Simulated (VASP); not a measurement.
Wanted: the native input for a VASP 6.6.1 run.

```
Task                   : single point
Functional             : r2SCAN
Potentials or basis    : VASP PAW PBE potentials, release 64 (S, W_sv)
Cutoff                 : 520 eV
k mesh                 : 12 × 12 × 2
Occupations            : gaussian, width 0.02 eV
Spin                   : no spin polarisation
Dipole correction      : no
Further INCAR settings : ALGO = Normal; EDIFF = 1e-06; NBANDS = 35
```

Crystal: WS2.

```
S W
1.0
     3.18127    0.00000    0.00000
    -1.59064    2.75506    0.00000
     0.00000    0.00000   13.06344
S W
4 2
Direct
  0.33333 0.66667 0.63064
  0.66667 0.33333 0.13064
  0.66667 0.33333 0.36936
  0.33333 0.66667 0.86936
  0.33333 0.66667 0.25000
  0.66667 0.33333 0.75000
```

These files were run (other wordings do the same):

POSCAR

```
WS2
1.0
    3.1812724465      0.0000000000      0.0000000000
   -1.5906362232      2.7550627550      0.0000000000
    0.0000000000      0.0000000000     13.0634410125
S W
4 2
Direct
    0.3333333333      0.6666666667      0.6306405135
    0.6666666667      0.3333333333      0.1306405135
    0.6666666667      0.3333333333      0.3693594865
    0.3333333333      0.6666666667      0.8693594865
    0.3333333333      0.6666666667      0.2500000000
    0.6666666667      0.3333333333      0.7500000000
```

INCAR.step1

```
PREC = Accurate
ENCUT = 520
ISMEAR = 0
SIGMA = 0.02
LREAL = F
LASPH = T
NELM = 80
NBANDS = 35
GGA = PE
ALGO = Normal
EDIFF = 1E-4
LWAVE = T
LCHARG = F
```

INCAR.step2

```
PREC = Accurate
ENCUT = 520
EDIFF = 1E-6
ISMEAR = 0
SIGMA = 0.02
LREAL = F
LASPH = T
NELM = 80
ALGO = Normal
ISIF = 2
LWAVE = F
LCHARG = F
METAGGA = R2SCAN
LMIXTAU = T
NBANDS = 35
ISTART = 1
```

KPOINTS

```
Automatic mesh
0
Gamma
  12 12 2
```

Potentials or basis: VASP PAW PBE potentials, release 64 (S, W_sv).

Command:

```sh
$ cat potpaw_PBE.64/S/POTCAR potpaw_PBE.64/W_sv/POTCAR > POTCAR
$ cp INCAR.step1 INCAR
$ mpirun -np 1 vasp_std > vasp.out
$ cp INCAR.step2 INCAR
$ mpirun -np 1 vasp_std > vasp.out
```

It gave:

The pressure is 0.2 GPa, the largest force is 0.029 eV/Å and the band gap on the k mesh is 1.38 eV (least direct gap 1.88 eV).

Caveat: the PAW data sets were made with another functional, which shifts forces and pressure a little; spin-orbit coupling is left out, which moves the levels of the heavy elements.

Wall time 7.3 min on 1 thread of Intel Xeon 8259CL, with other jobs on the host, peak memory 0.31 GiB.
